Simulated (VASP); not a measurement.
# W (P6_3/mmc) in VASP: a series of runs

The runs below take W through single point, relaxation of cell and atoms, with LDA.

Everything below comes from runs of VASP 6.6.1. Logs are shortened: lines on timing, memory, paths and dates and some standing lists are left out, and cuts for length are marked.

## 1. The cell of the first run

The structure is hexagonal, space group P6_3/mmc (No. 194). Conventional cell: a = 2.735 Å, b = 2.735 Å, c = 4.861 Å, α = 90.00°, β = 90.00°, γ = 120.00°. Within 3.6 Å of W (site symmetry -6m2) lie 12 W at 2.73 to 2.90 Å.

## 2. Single point, LDA

The input, INCAR:

```
SYSTEM = W
PREC = Accurate ; ENCUT = 520
EDIFF = 1E-6 ; ISMEAR = 0
SIGMA = 0.1 ; LREAL = .FALSE.
LASPH = .TRUE. ; NELM = 100
ALGO = Normal ; ISIF = 2
LWAVE = .FALSE. ; LCHARG = .FALSE.
NBANDS = 21
```

The input, KPOINTS:

```
regular mesh
0
G
  18 18 10
  0 0 0
```

The input, POSCAR:

```
W
1.0
    2.7347426383      0.0000000000      0.0000000000
   -1.3673713191      2.3683565976      0.0000000000
    0.0000000000      0.0000000000      4.8606796490
W
2
Direct
    0.3333333333      0.6666666667      0.2500000000
    0.6666666667      0.3333333333      0.7500000000
```

Potentials or basis: VASP PAW LDA potentials, release 64 (W_sv).

Run with:

```sh
$ cat potpaw_LDA.64/W_sv/POTCAR > POTCAR
$ mpirun -np 1 vasp_std > vasp.out
```

OUTCAR:

```text
SYSTEM = W
   PREC = Accurate
   ENCUT = 520
   EDIFF = 1E-6
   ISMEAR = 0
   LREAL = .FALSE.
   LASPH = .TRUE.
   NELM = 100
   ISIF = 2

 ion  position               nearest neighbor table
   1  0.333  0.667  0.250-   2 2.90   2 2.90   2 2.90   2 2.90   2 2.90   2 2.90
   2  0.667  0.333  0.750-   1 2.90   1 2.90   1 2.90   1 2.90   1 2.90   1 2.90

  LATTYP: Found a hexagonal cell.
 ALAT       =     2.7347426383
 C/A-ratio  =     1.7773810160

  Lattice vectors:

 A1 = (   2.7347426383,   0.0000000000,   0.0000000000)
 A2 = (  -1.3673713191,   2.3683565976,   0.0000000000)
 A3 = (   0.0000000000,   0.0000000000,   4.8606796490)

Analysis of symmetry for initial positions (statically):
=====================================================================
 Subroutine PRICEL returns:
 Original cell was already a primitive cell.

 Routine SETGRP: Setting up the symmetry group for a
 hexagonal supercell.

 Subroutine GETGRP returns: Found 24 space group operations
 (whereof 12 operations were pure point group operations)
 out of a pool of 24 trial point group operations.

The static configuration has the point symmetry D_3d.
 The point group associated with its full space group is D_6h.

Analysis of symmetry for dynamics (positions and initial velocities):
=====================================================================
 Subroutine PRICEL returns:
 Original cell was already a primitive cell.

 Routine SETGRP: Setting up the symmetry group for a
 hexagonal supercell.

 Subroutine GETGRP returns: Found 24 space group operations
 (whereof 12 operations were pure point group operations)
 out of a pool of 24 trial point group operations.

The dynamic configuration has the point symmetry D_3d.
 The point group associated with its full space group is D_6h.

 Subroutine INISYM returns: Found 24 space group operations
 (whereof 12 operations are pure point group operations),
 and found     1 'primitive' translations

----------------------------------------------------------------------------------------

                                     Primitive cell

  volume of cell :      31.4819

  direct lattice vectors                    reciprocal lattice vectors
     2.734742638  0.000000000  0.000000000     0.365665122  0.211116857  0.000000000
    -1.367371319  2.368356598  0.000000000     0.000000000  0.422233713  0.000000000
     0.000000000  0.000000000  4.860679649     0.000000000  0.000000000  0.205732546

  length of vectors
     2.734742638  2.734742638  4.860679649     0.422233713  0.422233713  0.205732546

  position of ions in fractional coordinates (direct lattice)
     0.333333333  0.666666667  0.250000000
     0.666666667  0.333333333  0.750000000

  ion indices of the primitive-cell ions
   primitive index   ion index
                 1           1
                 2           2

----------------------------------------------------------------------------------------

 KPOINTS: regular mesh

Automatic generation of k-mesh.
 Grid dimensions read from file:
 generate k-points for:   18   18   10

 Generating k-lattice:

  Cartesian coordinates                     Fractional coordinates (reciprocal lattice)
     0.020314729  0.011728714  0.000000000     0.055555556  0.000000000  0.000000000
     0.000000000  0.023457429  0.000000000     0.000000000  0.055555556  0.000000000
     0.000000000  0.000000000  0.020573255     0.000000000  0.000000000  0.100000000

  Length of vectors
     0.023457429  0.023457429  0.020573255

  Shift w.r.t. Gamma in fractional coordinates (k-lattice)
     0.000000000  0.000000000  0.000000000

 Subroutine IBZKPT returns following result:
 ===========================================

 Found    222 irreducible k-points:

 Following reciprocal coordinates:
            Coordinates               Weight
  0.000000  0.000000  0.000000      1.000000
  0.055556 -0.000000  0.000000      6.000000
  0.111111 -0.000000  0.000000      6.000000
  0.166667  0.000000  0.000000      6.000000
  0.222222 -0.000000  0.000000      6.000000
  0.277778 -0.000000  0.000000      6.000000
[... 16 lines left out ...]
  0.333333  0.111111  0.000000     12.000000
  0.388889  0.111111  0.000000     12.000000
 [... further k-points ...]
   k-points           NKPTS =    222   k-points in BZ     NKDIM =    222   number of bands    NBANDS=     21
   number of dos      NEDOS =    301   number of ions     NIONS =      2
   total plane-waves  NPLWV =  14400
   dimension x,y,z NGX =    20 NGY =   20 NGZ =   36
   dimension x,y,z NGXF=    40 NGYF=   40 NGZF=   72
   ions per type =               2
   NGX,Y,Z   is equivalent  to a cutoff of  12.16, 12.16, 12.31 a.u.
   NGXF,Y,Z  is equivalent  to a cutoff of  24.32, 24.32, 24.63 a.u.
 SYSTEM =  W
   PREC   = accura    normal or accurate (medium, high low for compatibility)
   ISTART =      0    job   : 0-new  1-cont  2-samecut
   ICHARG =      2    charge: 1-file 2-atom 10-const
   ISPIN  =      1    spin polarized calculation?
   LNONCOLLINEAR =      F non collinear calculations
   LSORBIT =      F    spin-orbit coupling
   LASPH  =      T    aspherical Exc in radial PAW
   ENCUT  =  520.0 eV  38.22 Ry    6.18 a.u.   5.08  5.08  9.04*2*pi/ulx,y,z
   NELM   =    100;   NELMIN=  2; NELMDL= -5     # of ELM steps
   EDIFF  = 0.1E-05   stopping-criterion for ELM
   LREAL  =      F    real-space projection
   EDIFFG = 0.1E-04   stopping-criterion for IOM
   NSW    =      0    number of steps for IOM
   IBRION =     -1    ionic relax: 0-MD 1-quasi-New 2-CG
   NFREE  =      0    steps in history (QN), initial steepest desc. (CG)
   ISIF   =      2    stress and relaxation
   ISYM   =      2    0-nonsym 1-usesym 2-fastsym
   POTIM  = 0.5000    time-step for ionic-motion
   TEBEG  =    0.0;   TEEND  =   0.0 temperature during run
   PSTRESS=    0.0 pullay stress
   NELECT =      28.0000    total number of electrons
   NUPDOWN=      -1.0000    fix difference up-down
   EMIN   =  10.00;   EMAX   =-10.00  energy-range for DOS
   EFERMI =   0.00;   METHOD = LEGACY
   ISMEAR =     0;   SIGMA  =   0.10  broadening in eV -4-tet -1-fermi 0-gaus
   EFERMI_NEDOS =   21; number of points for ismear=-14 and -15
   IALGO  =     38    algorithm
   IMIX   =      4    mixing-type and parameters
     AMIX     =   0.40;   BMIX     =  1.00
[... 3 lines left out ...]
  Thomas-Fermi vector in A             =   2.675516
   LORBIT       =      0    0 simple, 1 ext, 2 COOP (PROOUT), +10 PAW based schemes
   GGA     = CA    functional components
   LHFCALC =     F    Hartree Fock is set to
   AEXX    =    0.0000 exact exchange contribution
   IVDW    =     0    specifies the selected vdW correction
   LEPSILON=     F    determine dielectric tensor
   LRPA    =     F    only Hartree local field effects (RPA)
 non-spin polarized calculation
 Gauss-broadening in eV      SIGMA  =   0.10
  energy-cutoff  :      520.00
  volume of cell :       31.48
 maximum number of plane-waves:       864
   NGX = 11   NGY = 11   NGZ = 19

 number of electron      28.0000001 magnetization

 Free energy of the ion-electron system (eV)
  ---------------------------------------------------
  ext. energy  EPLUGINS =         0.00000000
  ---------------------------------------------------
  free energy    TOTEN  =       -27.19168567 eV

  energy without entropy =      -27.18035784  energy(sigma->0) =      -27.18602176

 E-fermi :  11.0540     XC(G=0): -13.8498

 val. band max:       11.0447098998   @ k =   0.1667   0.1111   0.0000
 cond. band min:      11.0544020321   @ k =   0.4444   0.1111   0.5000
 fundamental gap:      0.0096921323
 Fermi energy:        11.0540380692

 k-point     1 :       0.0000    0.0000    0.0000
  band No.  band energies     occupation
      1     -62.2141      2.00000
      2     -62.1235      2.00000
      3     -27.3023      2.00000
      4     -26.2165      2.00000
      5     -26.0282      2.00000
      6     -26.0282      2.00000
[... 13 lines left out ...]
     20      15.5098      0.00000
     21      20.4176      0.00000

 k-point     2 :       0.0556   -0.0000    0.0000
  band No.  band energies     occupation
      1     -62.2097      2.00000
      2     -62.1203      2.00000
      3     -27.2893      2.00000
      4     -26.2181      2.00000
      5     -26.0706      2.00000
      6     -26.0398      2.00000
[... 13 lines left out ...]
     20      15.8973      0.00000
     21      20.4024      0.00000

 k-point     3 :       0.1111   -0.0000    0.0000
  band No.  band energies     occupation
      1     -62.1971      2.00000
      2     -62.1113      2.00000
      3     -27.2513      2.00000
      4     -26.2231      2.00000
      5     -26.1921      2.00000
      6     -26.0841      2.00000
[... 13 lines left out ...]
     20      16.7864      0.00000
     21      20.3253      0.00000

 k-point     4 :       0.1667    0.0000    0.0000
  band No.  band energies     occupation
      1     -62.1776      2.00000
      2     -62.0977      2.00000
      3     -27.1910      2.00000
      4     -26.3762      2.00000
      5     -26.2677      2.00000
      6     -26.2326      2.00000
[... 13 lines left out ...]
     20      17.8665      0.00000
     21      20.1414      0.00000

 k-point     5 :       0.2222   -0.0000    0.0000
  band No.  band energies     occupation
      1     -62.1533      2.00000
      2     -62.0812      2.00000
      3     -27.1126      2.00000
      4     -26.5987      2.00000
      5     -26.4855      2.00000
      6     -26.2483      2.00000
[... 13 lines left out ...]
     20      18.9870      0.00000
     21      19.8572      0.00000

 k-point     6 :       0.2778   -0.0000    0.0000
  band No.  band energies     occupation
      1     -62.1269      2.00000
      2     -62.0642      2.00000
      3     -27.0221      2.00000
      4     -26.8312      2.00000
      5     -26.7095      2.00000
      6     -26.2717      2.00000
[... 13 lines left out ...]
     20      19.5524      0.00000
     21      20.0541      0.00000

 k-point     7 :       0.3333    0.0000    0.0000
  band No.  band energies     occupation
      1     -62.1011      2.00000
      2     -62.0489      2.00000
      3     -27.0455      2.00000
      4     -26.9270      2.00000
      5     -26.9135      2.00000
      6     -26.3034      2.00000
[... 13 lines left out ...]
     20      19.3816      0.00000
     21      20.9865      0.00000
[... 291 lines left out ...]
      1     -62.1437      2.00000
      2     -62.0749      2.00000
      3     -27.0806      2.00000
      4     -26.6292      2.00000
      5     -26.5765      2.00000
      6     -26.2558      2.00000
[... 13 lines left out ...]
     20      19.6313      0.00000
     21      19.7927      0.00000

 k-point    21 :       0.2222    0.1111    0.0000
  band No.  band energies     occupation
      1     -62.1186      2.00000
      2     -62.0591      2.00000
      3     -26.9929      2.00000
      4     -26.8362      2.00000
      5     -26.7586      2.00000
      6     -26.2900      2.00000
[... 13 lines left out ...]
     20      19.6119      0.00000
     21      20.7273      0.00000

 k-point    22 :       0.2778    0.1111    0.0000
  band No.  band energies     occupation
      1     -62.0941      2.00000
      2     -62.0450      2.00000
      3     -27.0292      2.00000
      4     -26.9230      2.00000
      5     -26.9003      2.00000
      6     -26.3665      2.00000
[... 13 lines left out ...]
     20      19.7054      0.00000
     21      21.7288      0.00000

 k-point    23 :       0.3333    0.1111    0.0000
  band No.  band energies     occupation
      1     -62.0731      2.00000
      2     -62.0345      2.00000
      3     -27.1838      2.00000
      4     -27.0548      2.00000
      5     -26.8120      2.00000
      6     -26.4282      2.00000
[... 13 lines left out ...]
     20      20.2834      0.00000
     21      22.3977      0.00000

 k-point    24 :       0.3889    0.1111    0.0000
  band No.  band energies     occupation
      1     -62.0584      2.00000
      2     -62.0286      2.00000
      3     -27.2833      2.00000
      4     -27.1399      2.00000
      5     -26.7420      2.00000
      6     -26.4680      2.00000
[... 13 lines left out ...]
     20      20.6665      0.00000
     21      21.5327      0.00000

 [... further k-points ...]
[... 5 lines left out ...]
  --------------------------------------------------------------------------------------
  -------------------------------------------------------------------------------------
  Total        0.3797810      0.3797810      0.2797244      0.0000000      0.0000000      0.0000000
  in kB       19.3278375     19.3278375     14.2357532      0.0000000      0.0000000      0.0000000
  external PRESSURE =      17.6304761 kB  Pullay stress =       0.0000000 kB

 VOLUME and BASIS-vectors are now :
 -----------------------------------------------------------------------------
  energy-cutoff  :      520.00
  volume of cell :       31.48
      direct lattice vectors                 reciprocal lattice vectors
     2.734742638  0.000000000  0.000000000     0.365665122  0.211116857  0.000000000
    -1.367371319  2.368356598  0.000000000     0.000000000  0.422233713  0.000000000
     0.000000000  0.000000000  4.860679649     0.000000000  0.000000000  0.205732546

 POSITION                                       TOTAL-FORCE (eV/Angst)
 -----------------------------------------------------------------------------------
     -0.00000      1.57890      1.21517        -0.000000     -0.000000      0.000000
      1.36737      0.78945      3.64551         0.000000      0.000000      0.000000
 -----------------------------------------------------------------------------------
    total drift:                               -0.000000      0.000000     -0.000000

  FREE ENERGIE OF THE ION-ELECTRON SYSTEM (eV)
  ---------------------------------------------------
  free  energy   TOTEN  =       -27.1916856693 eV

  energy  without entropy=      -27.1803578418  energy(sigma->0) =      -27.18602176
```

Wall time 54 s (1 thread of Intel Xeon 6975P-C (Granite Rapids), shared host); peak memory 0.21 GiB.

What came out:

- Free energy: -27.1917 eV
- Pressure: 1.8 GPa
- Band gap on the k mesh: zero (band 14 reaches 12.53 eV, above the bottom of band 15 at 10.57 eV)

Levels at points of the mesh, in eV from the Fermi level:
```
           k point  band 10  band 11  band 12  band 13  band 14  band 15  band 16  band 17  band 18  band 19
(0.00, 0.00, 0.00)    -6.08    -1.81    -0.53    -0.53    -0.03     0.09     0.09     2.02     2.02     4.46
(0.50, 0.00, 0.00)    -5.19    -4.71    -1.34    -0.78    -0.38    -0.29     4.90     5.96     6.29     7.01
(0.00, 0.00, 0.50)    -7.19    -2.21    -2.21    -0.48    -0.48    -0.48    -0.48     3.64     3.64     3.64
(0.50, 0.00, 0.50)    -5.64    -3.67    -3.67     1.48     1.48     1.68     1.68     5.33     5.33     6.14
```

Caveat: spin-orbit coupling is left out, which moves the levels of the heavy elements.

## 3. Relaxation of cell and atoms, LDA

This run uses another cell than the first one, of 15.90 Å³/atom, 1.010 times its volume.

The input, INCAR:

```
SYSTEM = W
PREC     = Accurate       ! precision mode
ENCUT    = 600            ! plane-wave cutoff, eV
EDIFF    = 1E-7           ! SCF threshold, eV
ISMEAR   = 0              ! smearing method
SIGMA    = 0.1            ! smearing width, eV
LREAL    = .False.        ! projectors in reciprocal space
LASPH    = .True.         ! aspherical terms in the spheres
NELM     = 100            ! most SCF steps
ALGO     = Normal         ! electronic algorithm
ISIF     = 3              ! what is computed and relaxed
LWAVE    = .False.        ! write WAVECAR
LCHARG   = .False.        ! write CHGCAR
GGA      = CA             ! functional
IBRION   = 2              ! ionic algorithm
NSW      = 100            ! ionic steps
EDIFFG   = -0.002         ! ionic threshold
```

The input, KPOINTS:

```
regular mesh
0
Gamma
  18 18 10
  0 0 0
```

The input, POSCAR:

```
W
1.0
    2.8225222493      0.0000000000      0.0000000000
   -1.4112611246      2.4443759706      0.0000000000
    0.0000000000      0.0000000000      4.6091788331
W
2
Direct
    0.3333333333      0.6666666667      0.2500000000
    0.6666666667      0.3333333333      0.7500000000
```

Potentials or basis: VASP PAW LDA potentials, release 64 (W_sv).

Run with:

```sh
$ cat potpaw_LDA.64/W_sv/POTCAR > POTCAR
$ mpirun -np 1 vasp_std > vasp.out
```

It took 8.9 min on 1 thread of Intel Xeon 6975P-C (Granite Rapids), shared host; peak memory 0.27 GiB.

The run converged. Its results:

```yaml
Free_energy: -27.1928 eV
Relaxed_volume: 15.83 Å³/atom
Relaxed_cell: a = 2.741 Å, b = 2.741 Å, c = 4.868 Å, α = 90.00°, β = 90.00°, γ = 120.00°
Space_group_after_relaxing_to_0.05_Å: P6_3/mmc (No. 194)
Energy_gained_by_relaxing: 56.8 meV/atom
Ionic_steps: 16
Pressure_after_relaxing: 0.0 GPa
Band_gap_on_the_k_mesh: zero (band 14 reaches 12.43 eV, above the bottom of band 15 at 10.49 eV)
```

Step by step:
| step | energy change (eV) | largest force (eV/Å) | pressure (GPa) | volume (Å³) |
| --- | --- | --- | --- | --- |
| 1 | 0.0000 | 0.0000 | -3.05 | 31.80 |
| 2 | -0.0575 | 0.0000 | 13.26 | 30.38 |
| 3 | -0.0672 | 0.0000 | 8.94 | 30.72 |
| 4 | -0.0982 | 0.0000 | 7.14 | 30.96 |
| 5 | -0.0997 | 0.0000 | 6.68 | 31.04 |
| 6 | -0.1135 | 0.0000 | 0.71 | 31.60 |
| 7 | -0.1136 | 0.0000 | 0.01 | 31.67 |
| 8 | -0.1136 | 0.0000 | 0.14 | 31.65 |
| 9 | -0.1136 | 0.0000 | 0.14 | 31.65 |
| 10 | -0.1136 | 0.0000 | 0.09 | 31.66 |
| 11 | -0.1136 | 0.0000 | 0.09 | 31.66 |
| 12 | -0.1136 | 0.0000 | 0.10 | 31.66 |
| 13 | -0.1136 | 0.0000 | 0.10 | 31.66 |
| 14 | -0.1136 | 0.0000 | -0.08 | 31.68 |
| 15 | -0.1136 | 0.0000 | -0.05 | 31.67 |
| 16 | -0.1136 | 0.0000 | 0.01 | 31.66 |

Final structure:
```xyz
2
Lattice="2.7406 0.0000 0.0000 -1.3703 2.3734 0.0000 0.0000 0.0000 4.8680" Properties=species:S:1:pos:R:3 pbc="T T T"
W     0.0000    1.5823    1.2170
W     1.3703    0.7911    3.6510
```

Levels at points of the mesh, in eV from the Fermi level:
```csv
k point,band 10,band 11,band 12,band 13,band 14,band 15,band 16,band 17,band 18
"(0.00, 0.00, 0.00)",-6.04,-1.78,-0.52,-0.52,-0.04,0.09,0.09,2.00,2.00
"(0.50, 0.00, 0.00)",-5.16,-4.67,-1.33,-0.79,-0.37,-0.28,4.87,5.91,6.24
"(0.00, 0.00, 0.50)",-7.17,-2.19,-2.19,-0.48,-0.48,-0.48,-0.48,3.61,3.61
"(0.50, 0.00, 0.50)",-5.60,-3.63,-3.63,1.46,1.46,1.67,1.67,5.30,5.30
```

Caveat: spin-orbit coupling is left out, which moves the levels of the heavy elements.

## 4. Single point, LDA

This run uses another cell than the first one, of 15.90 Å³/atom, 1.010 times its volume.

The input, INCAR:

```
PREC = Accurate
ENCUT = 520
EDIFF = 1E-6
ISMEAR = 0
SIGMA = 0.1
LREAL = False
LASPH = True
NELM = 100
ALGO = Normal
ISIF = 2
LWAVE = False
LCHARG = False
GGA = CA
NBANDS = 21
```

The input, KPOINTS:

```
Automatic mesh
0
Gamma
  9 9 4
```

POSCAR is that of step 3.

Run with:

```sh
$ cat potpaw_LDA.64/W_sv/POTCAR > POTCAR
$ mpirun -np 1 vasp_std > vasp.out
```

It took 13 s on 1 thread of Intel Xeon 6975P-C (Granite Rapids), shared host; peak memory 0.14 GiB.

The run converged. Its results:

| Property | Result |
| --- | --- |
| Free energy | -27.0751 eV |
| Pressure | -2.6 GPa |
| Band gap on the k mesh | zero (band 14 reaches 12.04 eV, above the bottom of band 15 at 10.13 eV) |

Stress tensor (GPa, compression positive):
```
-7.83  0.00  0.00
 0.00 -7.83  0.00
 0.00  0.00  7.98
```

Levels at points of the mesh, in eV from the Fermi level:
| k point | band 11 | band 12 | band 13 | band 14 | band 15 | band 16 | band 17 | band 18 |
| --- | --- | --- | --- | --- | --- | --- | --- | --- |
| (0.00, 0.00, 0.00) | -0.68 | -0.57 | -0.57 | 0.27 | 0.27 | 0.90 | 1.34 | 1.34 |
| (0.00, 0.00, 0.50) | -1.54 | -1.54 | -0.66 | -0.66 | -0.66 | -0.66 | 3.64 | 3.64 |

Caveat: spin-orbit coupling is left out, which moves the levels of the heavy elements.

## 5. Overview

| task | cell | k mesh | cutoff (eV) | gap on the mesh (eV) | pressure (GPa) |
| --- | --- | --- | --- | --- | --- |
| single point | a = 2.735, b = 2.735, c = 4.861 Å, angles 90.0, 90.0, 120.0°, 2 atoms | 18 × 18 × 10 | 520 | none | 1.8 |
| relaxation of cell and atoms | relaxed from a = 2.823, b = 2.823, c = 4.609 Å, angles 90.0, 90.0, 120.0°, 2 atoms | 18 × 18 × 10 | 600 | none | 0.0 |
| single point | a = 2.823, b = 2.823, c = 4.609 Å, angles 90.0, 90.0, 120.0°, 2 atoms | 9 × 9 × 4 | 520 | none | -2.6 |

Alike in all rows: level LDA; potentials or basis VASP PAW LDA potentials, release 64 (W_sv); no spin polarisation; smearing gaussian 0.1 eV.

Caveats: spin-orbit coupling is left out, which moves the levels of the heavy elements.

Total energies depend on the potentials used, so only differences within one code and one set of settings carry meaning.
